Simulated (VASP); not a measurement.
# KI (P4/mmm) in VASP: a series of runs

Runs on KI. Level: PBE. Tasks: relaxation of cell and atoms.

Program: VASP 6.6.1. These are calculated values, not measurements. Logs are shortened: lines on timing, memory, paths and dates and some standing lists are left out, and cuts for length are marked.

### 1 The cell of the first run

The structure is tetragonal, space group P4/mmm (No. 123). The conventional cell has a = 4.913 Å, b = 4.913 Å, c = 5.553 Å, α = 90.00°, β = 90.00°, γ = 90.00°. Within 4.6 Å of K (site symmetry 4/mmm) lie 4 I at 3.47 Å. Within 4.6 Å of I (site symmetry 4/mmm) lie 4 K at 3.47 Å.

The cell was generated, and may not be a known phase.

### 2 Relaxation of cell and atoms, PBE

INCAR

```
SYSTEM = KI
  ALGO = Normal
  EDIFF = 1E-6
  EDIFFG = -0.01
  ENCUT = 600
  GGA = PE
  IBRION = 2
  ISIF = 3
  ISMEAR = 0
  LASPH = .True.
  LCHARG = .False.
  LREAL = .False.
  LWAVE = .False.
  NELM = 60
  NSW = 100
  PREC = Accurate
  SIGMA = 0.02
```

KPOINTS

```
k-points
0
Gamma
  6 6 4
  0 0 0
```

POSCAR

```
KI
1.0
    4.9130351755      0.0000000000      0.0000000000
    0.0000000000      4.9130351755      0.0000000000
    0.0000000000      0.0000000000      5.5531068569
K I
1 1
Direct
    0.0000000000      0.0000000000      0.5000000000
    0.5000000000      0.5000000000      0.5000000000
```

Potentials or basis: VASP PAW PBE potentials, release 64 (K_sv, I).

Command:

```console
> cat potpaw_PBE.64/K_sv/POTCAR potpaw_PBE.64/I/POTCAR > POTCAR
> mpirun -np 1 vasp_std > vasp.out
```

OUTCAR:

```text
SYSTEM = KI
   EDIFF = 1E-6
   EDIFFG = -0.01
   ENCUT = 600
   GGA = PE
   IBRION = 2
   ISIF = 3
   ISMEAR = 0
   LASPH = .True.
   LREAL = .False.
   NELM = 60
   NSW = 100
   PREC = Accurate

 ion  position               nearest neighbor table
   1  0.000  0.000  0.500-   2 3.47   2 3.47   2 3.47   2 3.47
   2  0.500  0.500  0.500-   1 3.47   1 3.47   1 3.47   1 3.47

  LATTYP: Found a simple tetragonal cell.
 ALAT       =     4.9130351755
 C/A-ratio  =     1.1302802969

  Lattice vectors:

 A1 = (   4.9130351755,   0.0000000000,   0.0000000000)
 A2 = (   0.0000000000,   4.9130351755,   0.0000000000)
 A3 = (   0.0000000000,   0.0000000000,   5.5531068569)

Analysis of symmetry for initial positions (statically):
=====================================================================
 Subroutine PRICEL returns:
 Original cell was already a primitive cell.

 Routine SETGRP: Setting up the symmetry group for a
 simple tetragonal supercell.

 Subroutine GETGRP returns: Found 16 space group operations
 (whereof 16 operations were pure point group operations)
 out of a pool of 16 trial point group operations.

The static configuration has the point symmetry D_4h.

Analysis of symmetry for dynamics (positions and initial velocities):
=====================================================================
 Subroutine PRICEL returns:
 Original cell was already a primitive cell.

 Routine SETGRP: Setting up the symmetry group for a
 simple tetragonal supercell.

 Subroutine GETGRP returns: Found 16 space group operations
 (whereof 16 operations were pure point group operations)
 out of a pool of 16 trial point group operations.

The dynamic configuration has the point symmetry D_4h.

 Subroutine INISYM returns: Found 16 space group operations
 (whereof 16 operations are pure point group operations),
 and found     1 'primitive' translations

----------------------------------------------------------------------------------------

                                     Primitive cell

  volume of cell :     134.0404

  direct lattice vectors                    reciprocal lattice vectors
     4.913035176  0.000000000  0.000000000     0.203540167  0.000000000  0.000000000
     0.000000000  4.913035176  0.000000000     0.000000000  0.203540167  0.000000000
     0.000000000  0.000000000  5.553106857     0.000000000  0.000000000  0.180079373

  length of vectors
     4.913035176  4.913035176  5.553106857     0.203540167  0.203540167  0.180079373

  position of ions in fractional coordinates (direct lattice)
     0.000000000  0.000000000  0.500000000
     0.500000000  0.500000000  0.500000000

  ion indices of the primitive-cell ions
   primitive index   ion index
                 1           1
                 2           2

----------------------------------------------------------------------------------------

 KPOINTS: k-points

Automatic generation of k-mesh.
 Grid dimensions read from file:
 generate k-points for:    6    6    4

 Generating k-lattice:

  Cartesian coordinates                     Fractional coordinates (reciprocal lattice)
     0.033923361  0.000000000  0.000000000     0.166666667  0.000000000  0.000000000
     0.000000000  0.033923361  0.000000000     0.000000000  0.166666667  0.000000000
     0.000000000  0.000000000  0.045019843     0.000000000  0.000000000  0.250000000

  Length of vectors
     0.033923361  0.033923361  0.045019843

  Shift w.r.t. Gamma in fractional coordinates (k-lattice)
     0.000000000  0.000000000  0.000000000

 Subroutine IBZKPT returns following result:
 ===========================================

 Found     30 irreducible k-points:

 Following reciprocal coordinates:
            Coordinates               Weight
  0.000000  0.000000  0.000000      1.000000
  0.166667  0.000000  0.000000      4.000000
  0.333333  0.000000  0.000000      4.000000
  0.500000  0.000000  0.000000      2.000000
  0.166667  0.166667  0.000000      4.000000
  0.333333  0.166667  0.000000      8.000000
[... 16 lines left out ...]
  0.333333  0.000000  0.500000      4.000000
  0.500000  0.000000  0.500000      2.000000
 [... further k-points ...]
   k-points           NKPTS =     30   k-points in BZ     NKDIM =     30   number of bands    NBANDS=     12
   number of dos      NEDOS =    301   number of ions     NIONS =      2
   total plane-waves  NPLWV =  76800
   dimension x,y,z NGX =    40 NGY =   40 NGZ =   48
   dimension x,y,z NGXF=    80 NGYF=   80 NGZF=   96
   ions per type =               1   1
   NGX,Y,Z   is equivalent  to a cutoff of  13.54, 13.54, 14.37 a.u.
   NGXF,Y,Z  is equivalent  to a cutoff of  27.07, 27.07, 28.74 a.u.
 SYSTEM =  KI
   PREC   = accura    normal or accurate (medium, high low for compatibility)
   ISTART =      0    job   : 0-new  1-cont  2-samecut
   ICHARG =      2    charge: 1-file 2-atom 10-const
   ISPIN  =      1    spin polarized calculation?
   LNONCOLLINEAR =      F non collinear calculations
   LSORBIT =      F    spin-orbit coupling
   LASPH  =      T    aspherical Exc in radial PAW
   ENCUT  =  600.0 eV  44.10 Ry    6.64 a.u.   9.81  9.81 11.09*2*pi/ulx,y,z
   NELM   =     60;   NELMIN=  2; NELMDL= -5     # of ELM steps
   EDIFF  = 0.1E-05   stopping-criterion for ELM
   LREAL  =      F    real-space projection
   EDIFFG = -.1E-01   stopping-criterion for IOM
   NSW    =    100    number of steps for IOM
   IBRION =      2    ionic relax: 0-MD 1-quasi-New 2-CG
   NFREE  =      1    steps in history (QN), initial steepest desc. (CG)
   ISIF   =      3    stress and relaxation
   ISYM   =      2    0-nonsym 1-usesym 2-fastsym
   POTIM  = 0.5000    time-step for ionic-motion
   TEBEG  =    0.0;   TEEND  =   0.0 temperature during run
   PSTRESS=    0.0 pullay stress
   NELECT =      16.0000    total number of electrons
   NUPDOWN=      -1.0000    fix difference up-down
   EMIN   =  10.00;   EMAX   =-10.00  energy-range for DOS
   EFERMI =   0.00;   METHOD = LEGACY
   ISMEAR =     0;   SIGMA  =   0.02  broadening in eV -4-tet -1-fermi 0-gaus
   EFERMI_NEDOS =   21; number of points for ismear=-14 and -15
   IALGO  =     38    algorithm
   IMIX   =      4    mixing-type and parameters
     AMIX     =   0.40;   BMIX     =  1.00
     AMIX_MAG =   1.60;   BMIX_MAG =  1.00
  volume/ion in A,a.u.               =      67.02       452.27
  Fermi-wavevector in a.u.,A,eV,Ry     =   0.806064  1.523240  8.840240  0.649739
  Thomas-Fermi vector in A             =   1.914426
   LORBIT       =      0    0 simple, 1 ext, 2 COOP (PROOUT), +10 PAW based schemes
   GGA     = PE    functional components
   LHFCALC =     F    Hartree Fock is set to
   AEXX    =    0.0000 exact exchange contribution
   IVDW    =     0    specifies the selected vdW correction
   LEPSILON=     F    determine dielectric tensor
   LRPA    =     F    only Hartree local field effects (RPA)
 conjugate gradient relaxation of ions
 non-spin polarized calculation
 Gauss-broadening in eV      SIGMA  =   0.02
  energy-cutoff  :      600.00
  volume of cell :      134.04
 maximum number of plane-waves:      4504
 NGX is ok and might be reduce to    40
   NGX = 19   NGY = 19   NGZ = 23

--------------------------------------- Ionic step        1  -------------------------------------------

 number of electron      15.9999999 magnetization

 Free energy of the ion-electron system (eV)
  ---------------------------------------------------
  ext. energy  EPLUGINS =         0.00000000
  ---------------------------------------------------
  free energy    TOTEN  =        -5.27416654 eV

  energy without entropy =       -5.27416654  energy(sigma->0) =       -5.27416654

------------------------ aborting loop because EDIFF is reached ----------------------------------------

  FORCE on cell =-STRESS in cart. coord.  units (eV):
  Direction    XX          YY          ZZ          XY          YZ          ZX
  --------------------------------------------------------------------------------------
  -------------------------------------------------------------------------------------
  Total       -0.1229691     -0.1229691      0.1609115      0.0000000     -0.0000000      0.0000000
  in kB       -1.4698430     -1.4698430      1.9233660      0.0000000     -0.0000000      0.0000000
  external PRESSURE =      -0.3387733 kB  Pullay stress =       0.0000000 kB
[... 89 lines left out ...]
  FREE ENERGIE OF THE ION-ELECTRON SYSTEM (eV)
  ---------------------------------------------------
  free  energy   TOTEN  =        -5.2759262775 eV

  energy  without entropy=       -5.2759262774  energy(sigma->0) =       -5.27592628

[... ionic steps 4 to 7 ...]

--------------------------------------- Ionic step        8  -------------------------------------------

 number of electron      16.0000000 magnetization

------------------------ aborting loop because EDIFF is reached ----------------------------------------

  FORCE on cell =-STRESS in cart. coord.  units (eV):
  Direction    XX          YY          ZZ          XY          YZ          ZX
  --------------------------------------------------------------------------------------
  -------------------------------------------------------------------------------------
  Total       -0.1030076     -0.1030076      0.0354286      0.0000000     -0.0000000      0.0000000
  in kB       -1.0416248     -1.0416248      0.3582576      0.0000000     -0.0000000      0.0000000
  external PRESSURE =      -0.5749974 kB  Pullay stress =       0.0000000 kB
[... 57 lines left out ...]
  energy  without entropy=       -5.2884191351  energy(sigma->0) =       -5.28841914

--------------------------------------- Ionic step       10  -------------------------------------------

 number of electron      16.0000000 magnetization

 Free energy of the ion-electron system (eV)
  ---------------------------------------------------
  ext. energy  EPLUGINS =         0.00000000
  ---------------------------------------------------
  free energy    TOTEN  =        -5.28978500 eV

  energy without entropy =       -5.28978500  energy(sigma->0) =       -5.28978500

 E-fermi :  -2.6949     XC(G=0):  -4.7077

 val. band max:       -2.7772337939   @ k =   0.5000   0.5000   0.0000
 cond. band min:       0.8534368166   @ k =   0.0000   0.0000   0.0000
 fundamental gap:      3.6306706105
 Fermi energy:        -2.6948988324

 k-point     1 :       0.0000    0.0000    0.0000
  band No.  band energies     occupation
      1     -31.7133      2.00000
      2     -15.2681      2.00000
      3     -15.1676      2.00000
      4     -15.1676      2.00000
      5     -13.0353      2.00000
      6      -3.0169      2.00000
      7      -2.8184      2.00000
      8      -2.8184      2.00000
      9       0.8534      0.00000
     10       2.6305      0.00000
     11       3.3621      0.00000
     12       4.7027      0.00000
[... 331 lines left out ...]
 k-point    24 :       0.5000    0.0000    0.5000
  band No.  band energies     occupation
      1     -31.7124      2.00000
      2     -15.2657      2.00000
      3     -15.2570      2.00000
      4     -15.1597      2.00000
      5     -12.8671      2.00000
      6      -3.7932      2.00000
      7      -2.9907      2.00000
      8      -2.9847      2.00000
      9       2.4430      0.00000
     10       3.5476      0.00000
     11       3.7834      0.00000
     12       3.8880      0.00000

 [... further k-points ...]
[... 5 lines left out ...]
  --------------------------------------------------------------------------------------
  -------------------------------------------------------------------------------------
  Total       -0.0134550     -0.0134550      0.0196497      0.0000000      0.0000000      0.0000000
  in kB       -0.1297111     -0.1297111      0.1894304      0.0000000      0.0000000      0.0000000
  external PRESSURE =      -0.0233306 kB  Pullay stress =       0.0000000 kB
[... 17 lines left out ...]
  FREE ENERGIE OF THE ION-ELECTRON SYSTEM (eV)
  ---------------------------------------------------
  free  energy   TOTEN  =        -5.2897850005 eV

  energy  without entropy=       -5.2897850005  energy(sigma->0) =       -5.28978500

 reached required accuracy - stopping structural energy minimisation
```

It took 5.1 min on 1 thread of Intel Xeon Platinum 8259CL at 2.50GHz (Skylake/Cascade Lake), shared host; peak memory 0.31 GiB.

What came out:

```yaml
Free_energy: -5.2898 eV
Relaxed_cell: a = 4.903 Å, b = 4.903 Å, c = 6.915 Å, α = 90.00°, β = 90.00°, γ = 90.00°
Space_group_after_relaxing_to_0.1_Å: P4/mmm (No. 123)
Energy_gained_by_relaxing: 7.8 meV/atom
Ionic_steps: 10
Pressure_after_relaxing: 0.0 GPa
Band_gap_on_the_k_mesh: 3.63 eV (least direct gap 3.67 eV)
```

Step by step:
| step | energy change (eV) | largest force (eV/Å) | pressure (GPa) | volume (Å³) |
| --- | --- | --- | --- | --- |
| 1 | 0.0000 | 0.0000 | -0.03 | 134.04 |
| 2 | -0.0011 | 0.0000 | 0.02 | 133.76 |
| 3 | -0.0018 | 0.0000 | 0.16 | 133.11 |
| 4 | -0.0019 | 0.0000 | 0.13 | 133.28 |
| 5 | -0.0030 | 0.0000 | 0.12 | 134.40 |
| 6 | -0.0058 | 0.0000 | 0.09 | 137.79 |
| 7 | -0.0099 | 0.0000 | 0.04 | 144.61 |
| 8 | -0.0138 | 0.0000 | -0.06 | 158.44 |
| 9 | -0.0143 | 0.0000 | -0.08 | 164.52 |
| 10 | -0.0156 | 0.0000 | 0.00 | 166.19 |

Final structure:
```xyz
2
Lattice="4.9026 0.0000 0.0000 0.0000 4.9026 0.0000 0.0000 0.0000 6.9146" Properties=species:S:1:pos:R:3 pbc="T T T"
K     0.0000    0.0000    3.4573
I     2.4513    2.4513    3.4573
```

Caveat: the volume moved by over 15 % at a fixed basis, so the end points are rough; the relaxation moved the vacuum too, so the length across it says nothing of the material; spin-orbit coupling is left out, which moves the levels of the heavy elements. A k mesh can miss the band edges.

[end of part 1 of 2]
